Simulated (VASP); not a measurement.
Wanted: the native input for a VASP 6.6.1 run.

```
Task                   : single point
Functional             : PBE
Potentials or basis    : VASP PAW PBE potentials, release 64 (Be)
Cutoff                 : 520 eV
k mesh                 : 24 × 24 × 24
Occupations            : gaussian, width 0.1 eV
Spin                   : no spin polarisation
Dipole correction      : no
Further INCAR settings : ALGO = Normal; EDIFF = 1e-06; NBANDS = 7
```

The structure of Be lies in POSCAR:

```
Be
1.0
   -1.2502160087      1.2502160087      1.2502160087
    1.2502160087     -1.2502160087      1.2502160087
    1.2502160087      1.2502160087     -1.2502160087
Be
1
Direct
    0.0000000000      0.0000000000      0.0000000000
```

One way to write it, as run:

INCAR

```
PREC = Accurate
ENCUT = 520
EDIFF = 1E-6
ISMEAR = 0
SIGMA = 0.1
LREAL = False
LASPH = True
NELM = 80
ALGO = Normal
ISIF = 2
LWAVE = False
LCHARG = True
GGA = PE
LELF = True
LVHAR = True
NBANDS = 7
```

KPOINTS

```
regular mesh
0
Gamma
  24 24 24
```

Potentials or basis: VASP PAW PBE potentials, release 64 (Be).

The run is started by

```console
$ cat potpaw_PBE.64/Be/POTCAR > POTCAR
$ mpirun -np 1 vasp_std > vasp.out
```

It gave:

```yaml
Pressure: 0.2 GPa
Band_gap_on_the_k_mesh: zero (band 1 reaches 11.97 eV, above the bottom of band 2 at 6.62 eV)
```

Run time: 4.4 s on 1 thread of Intel(R) Xeon(R) 6975P-C (Granite Rapids) (shared host), peak memory 0.12 GiB.
